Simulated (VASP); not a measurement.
# FeCo (Wairauite) (Pm-3m) in VASP: notebook

The runs below take FeCo (Wairauite) through single point, with PBE.

Program: VASP 6.6.1. These are calculated values, not measurements. Logs are shortened: lines on timing, memory, paths and dates and some standing lists are left out, and cuts for length are marked.

**1. The cell of the first run**

The structure is cubic, space group Pm-3m (No. 221). Conventional cell: a = 2.761 Å, b = 2.761 Å, c = 2.761 Å, α = 90.00°, β = 90.00°, γ = 90.00°. Within 3.2 Å of Fe (site symmetry m-3m) lie 8 Co at 2.39 Å and 6 Fe at 2.76 Å. Within 3.2 Å of Co (site symmetry m-3m) lie 8 Fe at 2.39 Å and 6 Co at 2.76 Å.

**2. Single point, PBE**

The input, INCAR:

```
SYSTEM = FeCo
ALGO = Normal
EDIFF = 1E-6
ENCUT = 600
GGA = PE
GGA_COMPAT = .False.
ISIF = 2
ISMEAR = 0
LASPH = .True.
LCHARG = .False.
LREAL = .False.
LWAVE = .False.
NBANDS = 16
NELM = 120
PREC = Accurate
SIGMA = 0.05
```

The input, KPOINTS:

```
k-points
0
Gamma
  16 16 16
  0 0 0
```

The input, POSCAR:

```
FeCo
1.0
    2.7605023503      0.0000000000      0.0000000000
    0.0000000000      2.7605023503      0.0000000000
    0.0000000000      0.0000000000      2.7605023503
Fe Co
1 1
Direct
    0.5000000000      0.5000000000      0.5000000000
    0.0000000000      0.0000000000      0.0000000000
```

Potentials or basis: VASP PAW PBE potentials, release 64 (Fe, Co).

Started as:

```
$ cat potpaw_PBE.64/Fe/POTCAR potpaw_PBE.64/Co/POTCAR > POTCAR
$ mpirun -np 1 vasp_std > vasp.out
```

OUTCAR:

```text
SYSTEM = FeCo
   EDIFF = 1E-6
   ENCUT = 600
   GGA = PE
   ISIF = 2
   ISMEAR = 0
   LASPH = .True.
   LREAL = .False.
   NELM = 120
   PREC = Accurate

 ion  position               nearest neighbor table
   1  0.500  0.500  0.500-   2 2.39   2 2.39   2 2.39   2 2.39   2 2.39   2 2.39   2 2.39   2 2.39

   2  0.000  0.000  0.000-   1 2.39   1 2.39   1 2.39   1 2.39   1 2.39   1 2.39   1 2.39   1 2.39

  LATTYP: Found a simple cubic cell.
 ALAT       =     2.7605023503

  Lattice vectors:

 A1 = (   2.7605023503,   0.0000000000,   0.0000000000)
 A2 = (   0.0000000000,   2.7605023503,   0.0000000000)
 A3 = (   0.0000000000,   0.0000000000,   2.7605023503)

Analysis of symmetry for initial positions (statically):
=====================================================================
 Subroutine PRICEL returns:
 Original cell was already a primitive cell.

 Routine SETGRP: Setting up the symmetry group for a
 simple cubic supercell.

 Subroutine GETGRP returns: Found 48 space group operations
 (whereof 48 operations were pure point group operations)
 out of a pool of 48 trial point group operations.

The static configuration has the point symmetry O_h .

Analysis of symmetry for dynamics (positions and initial velocities):
=====================================================================
 Subroutine PRICEL returns:
 Original cell was already a primitive cell.

 Routine SETGRP: Setting up the symmetry group for a
 simple cubic supercell.

 Subroutine GETGRP returns: Found 48 space group operations
 (whereof 48 operations were pure point group operations)
 out of a pool of 48 trial point group operations.

The dynamic configuration has the point symmetry O_h .

 Subroutine INISYM returns: Found 48 space group operations
 (whereof 48 operations are pure point group operations),
 and found     1 'primitive' translations

----------------------------------------------------------------------------------------

                                     Primitive cell

  volume of cell :      21.0361

  direct lattice vectors                    reciprocal lattice vectors
     2.760502350  0.000000000  0.000000000     0.362252907  0.000000000  0.000000000
     0.000000000  2.760502350  0.000000000     0.000000000  0.362252907  0.000000000
     0.000000000  0.000000000  2.760502350     0.000000000  0.000000000  0.362252907

  length of vectors
     2.760502350  2.760502350  2.760502350     0.362252907  0.362252907  0.362252907

  position of ions in fractional coordinates (direct lattice)
     0.500000000  0.500000000  0.500000000
     0.000000000  0.000000000  0.000000000

  ion indices of the primitive-cell ions
   primitive index   ion index
                 1           1
                 2           2

----------------------------------------------------------------------------------------

 KPOINTS: k-points

Automatic generation of k-mesh.
 Grid dimensions read from file:
 generate k-points for:   16   16   16

 Generating k-lattice:

  Cartesian coordinates                     Fractional coordinates (reciprocal lattice)
     0.022640807  0.000000000  0.000000000     0.062500000  0.000000000  0.000000000
     0.000000000  0.022640807  0.000000000     0.000000000  0.062500000  0.000000000
     0.000000000  0.000000000  0.022640807     0.000000000  0.000000000  0.062500000

  Length of vectors
     0.022640807  0.022640807  0.022640807

  Shift w.r.t. Gamma in fractional coordinates (k-lattice)
     0.000000000  0.000000000  0.000000000

 Subroutine IBZKPT returns following result:
 ===========================================

 Found    165 irreducible k-points:

 Following reciprocal coordinates:
            Coordinates               Weight
  0.000000  0.000000  0.000000      1.000000
  0.062500  0.000000  0.000000      6.000000
  0.125000  0.000000  0.000000      6.000000
  0.187500  0.000000  0.000000      6.000000
  0.250000  0.000000  0.000000      6.000000
  0.312500  0.000000  0.000000      6.000000
[... 16 lines left out ...]
  0.437500  0.125000  0.000000     24.000000
  0.500000  0.125000  0.000000     12.000000
 [... further k-points ...]
   k-points           NKPTS =    165   k-points in BZ     NKDIM =    165   number of bands    NBANDS=     16
   number of dos      NEDOS =    301   number of ions     NIONS =      2
   total plane-waves  NPLWV =  13824
   dimension x,y,z NGX =    24 NGY =   24 NGZ =   24
   dimension x,y,z NGXF=    48 NGYF=   48 NGZF=   48
   ions per type =               1   1
   NGX,Y,Z   is equivalent  to a cutoff of  14.45, 14.45, 14.45 a.u.
   NGXF,Y,Z  is equivalent  to a cutoff of  28.91, 28.91, 28.91 a.u.
 SYSTEM =  FeCo
   PREC   = accura    normal or accurate (medium, high low for compatibility)
   ISTART =      0    job   : 0-new  1-cont  2-samecut
   ICHARG =      2    charge: 1-file 2-atom 10-const
   ISPIN  =      1    spin polarized calculation?
   LNONCOLLINEAR =      F non collinear calculations
   LSORBIT =      F    spin-orbit coupling
   LASPH  =      T    aspherical Exc in radial PAW
   ENCUT  =  600.0 eV  44.10 Ry    6.64 a.u.   5.51  5.51  5.51*2*pi/ulx,y,z
   NELM   =    120;   NELMIN=  2; NELMDL= -5     # of ELM steps
   EDIFF  = 0.1E-05   stopping-criterion for ELM
   LREAL  =      F    real-space projection
   EDIFFG = 0.1E-04   stopping-criterion for IOM
   NSW    =      0    number of steps for IOM
   IBRION =     -1    ionic relax: 0-MD 1-quasi-New 2-CG
   NFREE  =      0    steps in history (QN), initial steepest desc. (CG)
   ISIF   =      2    stress and relaxation
   ISYM   =      2    0-nonsym 1-usesym 2-fastsym
   POTIM  = 0.5000    time-step for ionic-motion
   TEBEG  =    0.0;   TEEND  =   0.0 temperature during run
   PSTRESS=    0.0 pullay stress
   NELECT =      17.0000    total number of electrons
   NUPDOWN=      -1.0000    fix difference up-down
   EMIN   =  10.00;   EMAX   =-10.00  energy-range for DOS
   EFERMI =   0.00;   METHOD = LEGACY
   ISMEAR =     0;   SIGMA  =   0.05  broadening in eV -4-tet -1-fermi 0-gaus
   EFERMI_NEDOS =   21; number of points for ismear=-14 and -15
   IALGO  =     38    algorithm
   IMIX   =      4    mixing-type and parameters
     AMIX     =   0.40;   BMIX     =  1.00
     AMIX_MAG =   1.60;   BMIX_MAG =  1.00
  volume/ion in A,a.u.               =      10.52        70.98
  Fermi-wavevector in a.u.,A,eV,Ry     =   1.524882  2.881610 31.637169  2.325266
  Thomas-Fermi vector in A             =   2.633129
   LORBIT       =      0    0 simple, 1 ext, 2 COOP (PROOUT), +10 PAW based schemes
   GGA     = PE    functional components
   LHFCALC =     F    Hartree Fock is set to
   AEXX    =    0.0000 exact exchange contribution
   IVDW    =     0    specifies the selected vdW correction
   LEPSILON=     F    determine dielectric tensor
   LRPA    =     F    only Hartree local field effects (RPA)
 non-spin polarized calculation
 Gauss-broadening in eV      SIGMA  =   0.05
  energy-cutoff  :      600.00
  volume of cell :       21.04
 maximum number of plane-waves:       739
 NGX is ok and might be reduce to    24
   NGX = 11   NGY = 11   NGZ = 11

 number of electron      17.0000001 magnetization

 Free energy of the ion-electron system (eV)
  ---------------------------------------------------
  ext. energy  EPLUGINS =         0.00000000
  ---------------------------------------------------
  free energy    TOTEN  =       -14.32728043 eV

  energy without entropy =      -14.31714594  energy(sigma->0) =      -14.32221319

 E-fermi :   8.5924     XC(G=0): -13.6008

 val. band max:        8.5921104091   @ k =   0.5000   0.3750   0.1875
 cond. band min:       8.5925409070   @ k =   0.5000   0.4375   0.1250
 fundamental gap:      0.0004304978
 Fermi energy:         8.5923585647

 k-point     1 :       0.0000    0.0000    0.0000
  band No.  band energies     occupation
      1      -0.2864      2.00000
      2       4.1488      2.00000
      3       4.1488      2.00000
      4       6.7959      2.00000
      5       6.7959      2.00000
      6       6.7959      2.00000
[... 8 lines left out ...]
     15      25.2777      0.00000
     16      25.2777      0.00000

 k-point     2 :       0.0625    0.0000    0.0000
  band No.  band energies     occupation
      1      -0.2009      2.00000
      2       4.1848      2.00000
      3       4.1878      2.00000
      4       6.7939      2.00000
      5       6.7939      2.00000
      6       6.8196      2.00000
[... 8 lines left out ...]
     15      25.2986      0.00000
     16      25.7220      0.00000

 k-point     3 :       0.1250    0.0000    0.0000
  band No.  band energies     occupation
      1       0.0530      2.00000
      2       4.2856      2.00000
      3       4.3036      2.00000
      4       6.7902      2.00000
      5       6.7902      2.00000
      6       6.8897      2.00000
[... 8 lines left out ...]
     15      25.3627      0.00000
     16      26.5612      0.00000

 k-point     4 :       0.1875    0.0000    0.0000
  band No.  band energies     occupation
      1       0.4665      2.00000
      2       4.4291      2.00000
      3       4.4927      2.00000
      4       6.7912      2.00000
      5       6.7912      2.00000
      6       7.0038      2.00000
[... 8 lines left out ...]
     15      25.4737      0.00000
     16      27.2313      0.00000
[... 324 lines left out ...]
 k-point    22 :       0.3750    0.1250    0.0000
  band No.  band energies     occupation
      1       2.6737      2.00000
      2       4.7167      2.00000
      3       5.4706      2.00000
      4       6.5264      2.00000
      5       6.5871      2.00000
      6       7.2373      2.00000
[... 8 lines left out ...]
     15      25.7915      0.00000
     16      27.0172      0.00000

 k-point    23 :       0.4375    0.1250    0.0000
  band No.  band energies     occupation
      1       3.3805      2.00000
      2       4.4656      2.00000
      3       5.8049      2.00000
      4       6.4164      2.00000
      5       6.6176      2.00000
      6       6.9871      2.00000
[... 8 lines left out ...]
     15      25.5652      0.00000
     16      27.4571      0.00000

 k-point    24 :       0.5000    0.1250    0.0000
  band No.  band energies     occupation
      1       3.9694      2.00000
      2       4.0408      2.00000
      3       6.0785      2.00000
      4       6.1955      2.00000
      5       6.7268      2.00000
      6       6.8220      2.00000
[... 8 lines left out ...]
     15      26.8538      0.00000
     16      27.1484      0.00000

 [... further k-points ...]

------------------------ aborting loop because EDIFF is reached ----------------------------------------

  FORCE on cell =-STRESS in cart. coord.  units (eV):
  Direction    XX          YY          ZZ          XY          YZ          ZX
  --------------------------------------------------------------------------------------
  -------------------------------------------------------------------------------------
  Total       -0.1008331     -0.1008331     -0.1008331      0.0000000      0.0000000     -0.0000000
  in kB       -7.6797881     -7.6797881     -7.6797881      0.0000000      0.0000000     -0.0000000
  external PRESSURE =      -7.6797881 kB  Pullay stress =       0.0000000 kB

 VOLUME and BASIS-vectors are now :
 -----------------------------------------------------------------------------
  energy-cutoff  :      600.00
  volume of cell :       21.04
      direct lattice vectors                 reciprocal lattice vectors
     2.760502350  0.000000000  0.000000000     0.362252907  0.000000000  0.000000000
     0.000000000  2.760502350  0.000000000     0.000000000  0.362252907  0.000000000
     0.000000000  0.000000000  2.760502350     0.000000000  0.000000000  0.362252907

 POSITION                                       TOTAL-FORCE (eV/Angst)
 -----------------------------------------------------------------------------------
      1.38025      1.38025      1.38025         0.000000      0.000000      0.000000
      0.00000      0.00000      0.00000         0.000000      0.000000      0.000000
 -----------------------------------------------------------------------------------
    total drift:                                0.000000      0.000000     -0.000000

  FREE ENERGIE OF THE ION-ELECTRON SYSTEM (eV)
  ---------------------------------------------------
  free  energy   TOTEN  =       -14.3272804346 eV

  energy  without entropy=      -14.3171459367  energy(sigma->0) =      -14.32221319
```

Run time: 96 s. Hardware: 1 thread of Intel Xeon 8259CL, shared host; peak memory 0.2 GiB.

Results:

```yaml
Free_energy: -14.3273 eV
Pressure: -0.8 GPa
```

Levels at points of the mesh, in eV from the Fermi level:
```csv
k point,band 4,band 5,band 6,band 7,band 8,band 9,band 10,band 11,band 12,band 13
"(0.00, 0.00, 0.00)",-1.80,-1.80,-1.80,-0.14,-0.14,0.87,0.87,0.87,10.47,10.47
"(0.50, 0.00, 0.00)",-2.24,-1.49,-1.49,-1.18,-1.18,-0.72,-0.26,0.77,1.33,17.99
"(0.50, 0.50, 0.00)",-3.00,-0.26,-0.16,-0.08,0.35,0.48,0.48,1.15,1.15,8.10
"(0.50, 0.50, 0.50)",-2.92,-2.92,-2.92,-0.12,-0.12,0.39,0.39,9.20,9.20,9.20
```

Caveat: the run has no spin polarisation, though such a crystal can be magnetic. Spin polarisation is off, so any magnetic state and its effect on volume and gap are missing.

**3. Single point, PBE (volume scaled by 1.020)**

The input, INCAR:

```
SYSTEM = FeCo
PREC = Accurate ; ENCUT = 600
EDIFF = 1E-6 ; ISMEAR = 0
SIGMA = 0.05 ; LREAL = .False.
LASPH = .True. ; NELM = 120
ALGO = Normal ; ISIF = 2
LWAVE = .False. ; LCHARG = .False.
GGA = PE ; NBANDS = 16
GGA_COMPAT = .False.
```

The input, KPOINTS:

```
Automatic mesh
0
Gamma
  16 16 16
  0 0 0
```

The input, POSCAR:

```
FeCo
1.0
    2.7787843556      0.0000000000      0.0000000000
    0.0000000000      2.7787843556      0.0000000000
    0.0000000000      0.0000000000      2.7787843556
Fe Co
1 1
Direct
    0.5000000000      0.5000000000      0.5000000000
    0.0000000000      0.0000000000      0.0000000000
```

Potentials or basis: VASP PAW PBE potentials, release 64 (Fe, Co).

Started as:

```
$ cat potpaw_PBE.64/Fe/POTCAR potpaw_PBE.64/Co/POTCAR > POTCAR
$ mpirun -np 1 vasp_std > vasp.out
```

Wall time 94 s (1 thread of Intel Xeon 8259CL, shared host); peak memory 0.2 GiB.

Results (log left out):

```yaml
Free_energy: -14.3191 eV
Pressure: -5.5 GPa
```

Levels at points of the mesh, in eV from the Fermi level:
| k point | band 5 | band 6 | band 7 | band 8 | band 9 | band 10 | band 11 | band 12 |
| --- | --- | --- | --- | --- | --- | --- | --- | --- |
| (0.00, 0.00, 0.00) | -1.75 | -1.75 | -0.13 | -0.13 | 0.85 | 0.85 | 0.85 | 10.32 |
| (0.50, 0.00, 0.00) | -1.45 | -1.45 | -1.14 | -1.14 | -0.70 | -0.25 | 0.75 | 1.29 |
| (0.50, 0.50, 0.00) | -0.25 | -0.16 | -0.08 | 0.33 | 0.49 | 0.49 | 1.12 | 1.12 |
| (0.50, 0.50, 0.50) | -2.84 | -2.84 | -0.12 | -0.12 | 0.38 | 0.38 | 9.06 | 9.06 |

Caveat: the run has no spin polarisation, though such a crystal can be magnetic.

(Continued in part 2 of 2.)
